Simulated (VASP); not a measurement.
# C (Pnc2) in VASP: further runs

C is run at these levels: PBE; tasks: single point, relaxation of cell and atoms.

Everything below comes from runs of VASP 6.6.1. Logs are shortened: lines on timing, memory, paths and dates and some standing lists are left out, and cuts for length are marked.

## Step 1: The cell of the first run

The structure is orthorhombic, space group Pnc2 (No. 30). Conventional cell: a = 2.522 Å, b = 4.330 Å, c = 4.405 Å, α = 90.00°, β = 90.00°, γ = 90.00°. Within 1.9 Å of C (site symmetry 1) lie 3 C at 1.45 Å. C (site symmetry 1) has 4 C at 1.45 to 1.49 Å within 1.9 Å.

## Step 2: Single point, PBE

INCAR reads:

```
PREC = Accurate
ENCUT = 520
EDIFF = 1E-7
ISMEAR = 0
SIGMA = 0.1
LREAL = False
LASPH = True
NELM = 60
ALGO = Normal
ISIF = 2
LWAVE = False
LCHARG = False
GGA = PE
NBANDS = 26
```

KPOINTS reads:

```
Automatic mesh
0
Gamma
  6 4 4
```

POSCAR reads:

```
C
1.0
    2.5220688300      0.0000000000      0.0000000000
    0.0000000000      4.3304702700      0.0000000000
    0.0000000000      0.0000000000      4.4052338800
C
8
Direct
    0.1812587000      0.8705480100      0.1075797100
    0.8187413000      0.1294519900      0.1075797100
    0.1812587000      0.6294519900      0.6075797100
    0.8187413000      0.3705480100      0.6075797100
    0.7517375200      0.4107488200      0.9331580000
    0.2482624800      0.5892511800      0.9331580000
    0.7517375200      0.0892511800      0.4331580000
    0.2482624800      0.9107488200      0.4331580000
```

Potentials or basis: VASP PAW PBE potentials, release 64 (C).

Run with:

```console
$ cat potpaw_PBE.64/C/POTCAR > POTCAR
$ mpirun -np 1 vasp_std > vasp.out
```

OUTCAR:

```text
PREC = Accurate
   ENCUT = 520
   EDIFF = 1E-7
   ISMEAR = 0
   LREAL = False
   LASPH = True
   NELM = 60
   ISIF = 2
   GGA = PE

 ion  position               nearest neighbor table
   1  0.181  0.871  0.108-   2 1.45   6 1.45   8 1.45   2 1.96   7 2.03
   2  0.819  0.129  0.108-   1 1.45   5 1.45   7 1.45   1 1.96   8 2.03
   3  0.181  0.629  0.608-   4 1.45   8 1.45   6 1.45   4 1.96   5 2.03
   4  0.819  0.371  0.608-   3 1.45   7 1.45   5 1.45   3 1.96   6 2.03
   5  0.752  0.411  0.933-   2 1.45   4 1.45   6 1.47   6 1.49   3 2.03
   6  0.248  0.589  0.933-   1 1.45   3 1.45   5 1.47   5 1.49   4 2.03
   7  0.752  0.089  0.433-   4 1.45   2 1.45   8 1.47   8 1.49   1 2.03
   8  0.248  0.911  0.433-   3 1.45   1 1.45   7 1.47   7 1.49   2 2.03

  LATTYP: Found a simple orthorhombic cell.
 ALAT       =     2.5220688300
 B/A-ratio  =     1.7170309622
 C/A-ratio  =     1.7466747250

  Lattice vectors:

 A1 = (   2.5220688300,   0.0000000000,   0.0000000000)
 A2 = (   0.0000000000,   4.3304702700,   0.0000000000)
 A3 = (   0.0000000000,   0.0000000000,   4.4052338800)

Analysis of symmetry for initial positions (statically):
=====================================================================
 Subroutine PRICEL returns:
 Original cell was already a primitive cell.

 Routine SETGRP: Setting up the symmetry group for a
 simple orthorhombic supercell.

 Subroutine GETGRP returns: Found  4 space group operations
 (whereof  2 operations were pure point group operations)
 out of a pool of  8 trial point group operations.

The static configuration has the point symmetry C_2 .
 The point group associated with its full space group is C_2v.

Analysis of symmetry for dynamics (positions and initial velocities):
=====================================================================
 Subroutine PRICEL returns:
 Original cell was already a primitive cell.

 Routine SETGRP: Setting up the symmetry group for a
 simple orthorhombic supercell.

 Subroutine GETGRP returns: Found  4 space group operations
 (whereof  2 operations were pure point group operations)
 out of a pool of  8 trial point group operations.

The dynamic configuration has the point symmetry C_2 .
 The point group associated with its full space group is C_2v.

 Subroutine INISYM returns: Found  4 space group operations
 (whereof  2 operations are pure point group operations),
 and found     1 'primitive' translations

----------------------------------------------------------------------------------------

                                     Primitive cell

  volume of cell :      48.1128

  direct lattice vectors                    reciprocal lattice vectors
     2.522068830  0.000000000  0.000000000     0.396499885  0.000000000  0.000000000
     0.000000000  4.330470270  0.000000000     0.000000000  0.230921802  0.000000000
     0.000000000  0.000000000  4.405233880     0.000000000  0.000000000  0.227002703

  length of vectors
     2.522068830  4.330470270  4.405233880     0.396499885  0.230921802  0.227002703

  position of ions in fractional coordinates (direct lattice)
     0.181258700  0.870548010  0.107579710
     0.818741300  0.129451990  0.107579710
     0.181258700  0.629451990  0.607579710
     0.818741300  0.370548010  0.607579710
     0.751737520  0.410748820  0.933158000
     0.248262480  0.589251180  0.933158000
     0.751737520  0.089251180  0.433158000
     0.248262480  0.910748820  0.433158000

  ion indices of the primitive-cell ions
   primitive index   ion index
                 1           1
                 2           2
                 3           3
                 4           4
                 5           5
                 6           6
                 7           7
                 8           8

----------------------------------------------------------------------------------------

 KPOINTS: Automatic mesh

Automatic generation of k-mesh.
 Grid dimensions read from file:
 generate k-points for:    6    4    4

 Generating k-lattice:

[... 45 lines left out ...]
  volume of cell :       48.11
 maximum number of plane-waves:      1312
 NGX is ok and might be reduce to    20
   NGX =  9   NGY = 17   NGZ = 17

 number of electron      32.0000000 magnetization

 Free energy of the ion-electron system (eV)
  ---------------------------------------------------
  ext. energy  EPLUGINS =         0.00000000
  ---------------------------------------------------
  free energy    TOTEN  =       -64.87374415 eV

  energy without entropy =      -64.87091249  energy(sigma->0) =      -64.87232832

 E-fermi :  10.6993     XC(G=0): -12.6220

 val. band max:       10.6334656343   @ k =   0.0000   0.0000   0.2500
 cond. band min:      10.8234971527   @ k =   0.0000   0.0000   0.0000
 fundamental gap:      0.1900315184
 Fermi energy:        10.6992573759

 k-point     1 :       0.0000    0.0000    0.0000
  band No.  band energies     occupation
      1     -13.3775      2.00000
      2     -10.6938      2.00000
      3      -6.9391      2.00000
      4      -6.0633      2.00000
      5      -2.2658      2.00000
      6      -1.7050      2.00000
[... 18 lines left out ...]
     25      19.7489      0.00000
     26      19.7539      0.00000

 k-point     2 :       0.1667    0.0000    0.0000
  band No.  band energies     occupation
      1     -12.8902      2.00000
      2     -10.2236      2.00000
      3      -6.4864      2.00000
      4      -5.7807      2.00000
      5      -2.0759      2.00000
      6      -1.4632      2.00000
[... 18 lines left out ...]
     25      19.8463      0.00000
     26      20.4446      0.00000

 k-point     3 :       0.3333    0.0000    0.0000
  band No.  band energies     occupation
      1     -11.4803      2.00000
      2      -8.8751      2.00000
      3      -6.0995      2.00000
      4      -5.2039      2.00000
      5      -2.9509      2.00000
      6      -2.8047      2.00000
[... 572 lines left out ...]
 k-point    23 :       0.3333    0.5000    0.2500
  band No.  band energies     occupation
      1     -10.3121      2.00000
      2     -10.3041      2.00000
      3      -5.6545      2.00000
      4      -5.3972      2.00000
      5      -4.0110      2.00000
      6      -3.2898      2.00000
[... 18 lines left out ...]
     25      20.4566      0.00000
     26      20.7602      0.00000

 k-point    24 :       0.5000    0.5000    0.2500
  band No.  band energies     occupation
      1      -8.8552      2.00000
      2      -8.8552      2.00000
      3      -6.6083      2.00000
      4      -6.6083      2.00000
      5      -3.4279      2.00000
      6      -3.4279      2.00000
[... 18 lines left out ...]
     25      21.0284      0.00000
     26      21.0284      0.00000

 [... further k-points ...]
[... 5 lines left out ...]
  --------------------------------------------------------------------------------------
  -------------------------------------------------------------------------------------
  Total       15.6860742      6.2653478     28.6053014      0.0000000      0.0000000      0.0000000
  in kB      522.3527449    208.6386689    952.5683426      0.0000000      0.0000000      0.0000000
  external PRESSURE =     561.1865855 kB  Pullay stress =       0.0000000 kB

 VOLUME and BASIS-vectors are now :
 -----------------------------------------------------------------------------
  energy-cutoff  :      520.00
  volume of cell :       48.11
      direct lattice vectors                 reciprocal lattice vectors
     2.522068830  0.000000000  0.000000000     0.396499885  0.000000000  0.000000000
     0.000000000  4.330470270  0.000000000     0.000000000  0.230921802  0.000000000
     0.000000000  0.000000000  4.405233880     0.000000000  0.000000000  0.227002703

 POSITION                                       TOTAL-FORCE (eV/Angst)
 -----------------------------------------------------------------------------------
      0.45715      3.76988      0.47391         3.321089      2.576913     -2.321259
      2.06492      0.56059      0.47391        -3.321089     -2.576913     -2.321259
      0.45715      2.72582      2.67653         3.321089     -2.576913     -2.321259
      2.06492      1.60465      2.67653        -3.321089      2.576913     -2.321259
      1.89593      1.77874      4.11078         0.084467     -3.747537      2.321259
      0.62614      2.55173      4.11078        -0.084467      3.747537      2.321259
      1.89593      0.38650      1.90816         0.084467      3.747537      2.321259
      0.62614      3.94397      1.90816        -0.084467     -3.747537      2.321259
 -----------------------------------------------------------------------------------
    total drift:                                0.000000     -0.000000      0.000070

  FREE ENERGIE OF THE ION-ELECTRON SYSTEM (eV)
  ---------------------------------------------------
  free  energy   TOTEN  =       -64.8737441496 eV

  energy  without entropy=      -64.8709124866  energy(sigma->0) =      -64.87232832
```

Run time: 21 s. Hardware: 1 thread of Intel Xeon 6975P-C (Granite Rapids), shared host; peak memory 0.16 GiB.

Results:

| Property | Result |
| --- | --- |
| Free energy | -64.8737 eV |
| Pressure | 56.1 GPa |
| Largest force | 4.802 eV/Å |
| Band gap on the k mesh | zero (band 16 reaches 10.82 eV, above the bottom of band 17 at 10.63 eV) |

Forces on the atoms (eV/Å):
```
C    3.321  2.577 -2.321
C   -3.321 -2.577 -2.321
C    3.321 -2.577 -2.321
C   -3.321  2.577 -2.321
C    0.084 -3.748  2.321
C   -0.084  3.748  2.321
C    0.084  3.748  2.321
C   -0.084 -3.748  2.321
```

Levels at points of the mesh, in eV from the Fermi level:
```csv
k point,band 13,band 14,band 15,band 16,band 17,band 18,band 19,band 20
"(0.00, 0.00, 0.00)",-4.14,-3.43,-0.73,0.12,0.27,1.55,4.03,4.94
"(0.50, 0.00, 0.00)",-7.07,-6.86,-6.75,-4.71,1.35,1.92,3.73,6.93
"(0.00, 0.50, 0.00)",-5.49,-5.49,-1.06,-1.06,0.43,0.43,4.56,4.56
"(0.50, 0.50, 0.00)",-5.18,-5.18,-3.33,-3.33,1.15,1.15,4.92,4.92
"(0.00, 0.00, 0.50)",-5.49,-5.49,-0.11,-0.11,-0.07,-0.07,4.29,4.29
"(0.50, 0.00, 0.50)",-6.79,-6.79,-4.92,-4.92,2.41,2.41,4.88,4.88
"(0.00, 0.50, 0.50)",-4.41,-4.41,-1.65,-1.65,0.42,0.42,4.02,4.02
"(0.50, 0.50, 0.50)",-6.63,-6.63,-4.84,-4.84,1.61,1.61,4.09,4.09
```

Caveat: the k points lie up to 0.42 Å⁻¹ apart; forces of over 1 eV/Å act on the atoms, so gaps and moduli don't describe the material at rest.

## Step 3: Relaxation of cell and atoms, PBE

INCAR reads:

```
ALGO = Normal
EDIFF = 1E-7
EDIFFG = -0.04
ENCUT = 600
GGA = PE
IBRION = 2
ISIF = 3
ISMEAR = 0
LASPH = True
LCHARG = False
LREAL = False
LWAVE = False
NELM = 100
NSW = 90
PREC = Accurate
SIGMA = 0.1
```

KPOINTS reads:

```
k-points
0
Gamma
  6 4 4
```

POSCAR is that of step 2.

Potentials or basis: VASP PAW PBE potentials, release 64 (C).

Run with:

```console
$ cat potpaw_PBE.64/C/POTCAR > POTCAR
$ mpirun -np 1 vasp_std > vasp.out
```

Run time: 3 min. Hardware: 1 thread of Intel Xeon 6975P-C (Granite Rapids), shared host; peak memory 0.17 GiB.

It converged, with:

```yaml
Free_energy: -69.8466 eV
Relaxed_volume: 6.62 Å³/atom
Relaxed_cell: a = 2.547 Å, b = 4.204 Å, c = 4.944 Å, α = 90.00°, β = 90.00°, γ = 90.00°
Space_group_after_relaxing_to_0.05_Å: Imma (No. 74)
Energy_gained_by_relaxing: 618.9 meV/atom
Ionic_steps: 16
Pressure_after_relaxing: 0.1 GPa
Largest_force_after_relaxing: 0.031 eV/Å
Band_gap_on_the_k_mesh: 2.70 eV, direct
```

Forces on the atoms (eV/Å):
```
C    0.003 -0.009 -0.020
C   -0.003  0.009 -0.020
C    0.003  0.009 -0.020
C   -0.003 -0.009 -0.020
C   -0.001 -0.023  0.020
C    0.001  0.023  0.020
C   -0.001  0.023  0.020
C    0.001 -0.023  0.020
```

Stress tensor (GPa, compression positive):
```
 0.56  0.00  0.00
 0.00 -0.26  0.00
 0.00  0.00 -0.08
```

Step by step:
```
step  energy change (eV)  largest force (eV/Å)  pressure (GPa)  volume (Å³)
   1              0.0000                4.8006           55.43        48.11
   2              1.1359                8.4882          -30.52        63.86
   3             -2.7215                5.8913           -3.70        54.02
   4              1.7687               15.9522          -19.49        62.46
   5             -4.2271                1.7329          -26.04        57.14
   6             -4.2324                1.8267          -25.08        56.92
   7             -4.5529                2.6997           17.33        50.79
   8             -4.8387                0.7576           -2.67        53.12
   9             -4.8767                0.8332            3.89        52.10
  10             -4.8939                0.3375            1.37        52.46
  11             -4.9267                0.1804            2.40        52.43
  12             -4.9362                0.3752            3.41        52.40
  13             -4.9498                0.1263            0.06        52.91
  14             -4.9500                0.0999            0.43        52.86
  15             -4.9508                0.0673           -0.03        52.94
  16             -4.9509                0.0306            0.07        52.92
```

Final structure:
```
CELL_PARAMETERS angstrom
2.54657 0.00000 0.00000
0.00000 4.20385 0.00000
0.00000 0.00000 4.94373
ATOMIC_POSITIONS crystal
C 0.24998 0.89581 0.10757
C 0.75002 0.10419 0.10757
C 0.24998 0.60419 0.60757
C 0.75002 0.39581 0.60757
C 0.75001 0.39587 0.93317
C 0.24999 0.60413 0.93317
C 0.75001 0.10413 0.43317
C 0.24999 0.89587 0.43317
```

Levels at points of the mesh, in eV from the valence-band top:
```tsv
k point	band 13	band 14	band 15	band 16	band 17	band 18	band 19	band 20
(0.00, 0.00, 0.00)	-1.63	-1.24	-0.46	0.00	2.70	4.45	4.66	5.29
(0.50, 0.00, 0.00)	-5.99	-5.99	-3.91	-3.91	4.32	4.32	5.91	5.91
(0.00, 0.50, 0.00)	-2.96	-2.96	-2.10	-2.10	4.12	4.12	4.22	4.22
(0.50, 0.50, 0.00)	-3.64	-3.64	-1.91	-1.91	5.66	5.66	6.09	6.09
(0.00, 0.00, 0.50)	-3.14	-3.14	-1.23	-1.23	4.21	4.21	4.86	4.86
(0.50, 0.00, 0.50)	-4.43	-4.43	-4.43	-4.43	5.49	5.49	5.49	5.49
(0.00, 0.50, 0.50)	-2.32	-2.32	-2.24	-2.24	3.01	3.01	5.60	5.60
(0.50, 0.50, 0.50)	-4.34	-4.34	-4.34	-4.34	6.40	6.40	6.40	6.40
```

A k mesh can miss the band edges. PBE gaps usually lie below the measured ones, often by a third to a half.

## Step 4: Single point, PBE, collinear spin, ferromagnetic start

INCAR reads:

```
SYSTEM = C
PREC     = Accurate       ! precision mode
ENCUT    = 520            ! plane-wave cutoff, eV
EDIFF    = 1E-7           ! SCF threshold, eV
ISMEAR   = 0              ! smearing method
SIGMA    = 0.1            ! smearing width, eV
LREAL    = .FALSE.        ! projectors in reciprocal space
LASPH    = .TRUE.         ! aspherical terms in the spheres
NELM     = 150            ! most SCF steps
ALGO     = Normal         ! electronic algorithm
ISIF     = 2              ! what is computed and relaxed
LWAVE    = .FALSE.        ! write WAVECAR
LCHARG   = .TRUE.         ! write CHGCAR
ISPIN    = 2              ! spin polarisation
MAGMOM   = 1 1 1 1 1 1 1 1 ! initial moments
LORBIT   = 11             ! projections on sites
GGA      = PE             ! functional
LELF     = .TRUE.         ! ELF
LVHAR    = .TRUE.       
NBANDS   = 30             ! bands
```

KPOINTS reads:

```
regular mesh
0
G
  6 4 4
  0 0 0
```

POSCAR is that of step 3.

Run with:

```console
$ cat potpaw_PBE.64/C/POTCAR > POTCAR
$ mpirun -np 1 vasp_std > vasp.out
```

Run time: 89 s. Hardware: 1 thread of Intel Xeon 6975P-C, shared host; peak memory 0.21 GiB.

The run converged. Its results:

| Property | Result |
| --- | --- |
| Free energy | -64.8737 eV |
| Pressure | 56.1 GPa |
| Largest force | 4.802 eV/Å |
| Band gap on the k mesh | zero (filled and empty bands overlap) |
| Net moment | 0.00 μB per cell |
| Valence electrons inside the program's atomic spheres | C 2.64, 2.73 |

Forces in eV/Å, atoms in the order of the input:
```
C    3.321  2.577 -2.321
C   -3.321 -2.577 -2.321
C    3.321 -2.577 -2.321
C   -3.321  2.577 -2.321
C    0.085 -3.747  2.321
C   -0.085  3.747  2.321
C    0.085  3.747  2.321
C   -0.085 -3.747  2.321
```

Stress tensor (GPa, compression positive):
```
52.23  0.00  0.00
 0.00 20.87  0.00
 0.00  0.00 95.26
```

Levels at points of the mesh, in eV from the Fermi level:
Spin up:
```tsv
k point	band 14	band 15	band 16	band 17	band 18	band 19
(0.00, 0.00, 0.00)	-3.43	-0.73	0.12	0.27	1.55	4.03
(0.50, 0.00, 0.00)	-6.86	-6.75	-4.71	1.35	1.92	3.73
(0.00, 0.50, 0.00)	-5.49	-1.06	-1.06	0.43	0.43	4.56
(0.50, 0.50, 0.00)	-5.18	-3.33	-3.33	1.15	1.15	4.92
(0.00, 0.00, 0.50)	-5.49	-0.11	-0.11	-0.07	-0.07	4.29
(0.50, 0.00, 0.50)	-6.79	-4.92	-4.92	2.41	2.41	4.88
(0.00, 0.50, 0.50)	-4.41	-1.65	-1.65	0.42	0.42	4.02
(0.50, 0.50, 0.50)	-6.63	-4.84	-4.84	1.61	1.61	4.09
```
Spin down:
```csv
k point,band 12,band 13,band 14,band 15,band 16,band 17,band 18,band 19,band 20,band 21
"(0.00, 0.00, 0.00)",-4.41,-4.14,-3.43,-0.73,0.12,0.27,1.55,4.03,4.94,5.00
"(0.50, 0.00, 0.00)",-7.34,-7.07,-6.86,-6.75,-4.71,1.35,1.92,3.73,6.93,7.18
"(0.00, 0.50, 0.00)",-6.32,-5.49,-5.49,-1.06,-1.06,0.43,0.43,4.56,4.56,6.01
"(0.50, 0.50, 0.00)",-9.92,-5.18,-5.18,-3.33,-3.33,1.15,1.15,4.92,4.92,5.64
"(0.00, 0.00, 0.50)",-5.73,-5.49,-5.49,-0.11,-0.11,-0.07,-0.07,4.29,4.29,4.62
"(0.50, 0.00, 0.50)",-9.07,-6.79,-6.79,-4.92,-4.92,2.41,2.41,4.88,4.88,7.32
"(0.00, 0.50, 0.50)",-7.41,-4.41,-4.41,-1.65,-1.65,0.42,0.42,4.02,4.02,4.82
"(0.50, 0.50, 0.50)",-7.16,-6.63,-6.63,-4.84,-4.84,1.61,1.61,4.09,4.09,6.70
```

Caveat: the k points lie up to 0.42 Å⁻¹ apart; forces of over 1 eV/Å act on the atoms, so gaps and moduli don't describe the material at rest.

## Step 5: Summary

| task | spin | cell | cutoff (eV) | gap on the mesh (eV) | pressure (GPa) | largest force (eV/Å) |
| --- | --- | --- | --- | --- | --- | --- |
| single point | off | as given | 520 | none | 56.1 | 4.80 |
| relaxation of cell and atoms | off | relaxed | 600 | 2.70 | 0.1 | 0.03 |
| single point | collinear, ferromagnetic start | as given | 520 | none | 56.1 | 4.80 |

Alike in all rows: level PBE; potentials or basis VASP PAW PBE potentials, release 64 (C); k mesh 6 × 4 × 4; smearing gaussian 0.1 eV.

Caveats: some runs use coarse meshes; forces of over 1 eV/Å act on the atoms, so gaps and moduli don't describe the material at rest (some runs).

Absolute energies hang on the potentials; compare differences alone.
